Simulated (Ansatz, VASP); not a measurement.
# One calculation of Ti, two programs

File INCAR:

```
ALGO = Fast
EDIFF = 1E-6
ENCUT = 520
GGA = PS
ISIF = 2
ISMEAR = 0
LASPH = T
LCHARG = F
LREAL = F
LWAVE = F
NBANDS = 19
NELM = 100
PREC = Accurate
SIGMA = 0.15
```

File KPOINTS:

```
k-points
0
Gamma
  18 18 10
```

File POSCAR:

```
Ti
1.0
    2.8614979246      0.0000000000      0.0000000000
   -1.4307489623      2.4781298956      0.0000000000
    0.0000000000      0.0000000000      4.5454200000
Ti
2
Direct
    0.3333333333      0.6666666667      0.2500000000
    0.6666666667      0.3333333333      0.7500000000
```

Input for Ansatz:

```yaml
crystal:
  lattice:
    - [2.8614979246, 0.0, 0.0]
    - [-1.4307489623, 2.4781298956, 0.0]
    - [0.0, 0.0, 4.54542]
  atoms:
    - { symbol: Ti, position: [0.3333333333, 0.6666666667, 0.25] }
    - { symbol: Ti, position: [0.6666666667, 0.3333333333, 0.75] }
basis:
  ecutwfc: 420
kpoints:
  mp_grid: { grid: [18, 18, 10] }
hamiltonian:
  xc: pbesol
scf:
  occupations: { method: gaussian, width: 0.15 }
output:
  forces: true
  stress: true
  eigenvalues: true
```

Change from the starting cell: strain -0.030 along x and y, -0.030 along z, atoms carried along.

Alike in both runs: task single point; functional PBEsol; k mesh 18 × 18 × 10; occupations gaussian, width 0.15 eV; no spin polarisation.

|  | VASP | Ansatz |
| --- | --- | --- |
| version | VASP 6.6.1 | Ansatz 0.2.0 |
| potentials or method | VASP PAW PBE potentials, release 64 (Ti_sv), cutoff 520 eV | scalar-relativistic, plane waves, PAW |
| valence electrons in the cell | 24 | 24 |

```tsv
	VASP	Ansatz	Ansatz less VASP
gap on the k mesh at the Fermi level (eV)	none	none	-
pressure (GPa)	4.2	4.7	+0.55
traceless stress, the component that is largest in VASP (GPa)	-0.22	-0.22	-0.005
```

VASP's potentials were made for PBE, not for PBEsol. A gap of «none» marks a metal or a gap that the smearing closes. The functional is the same, so the differences come from potentials, cutoffs and numerics.
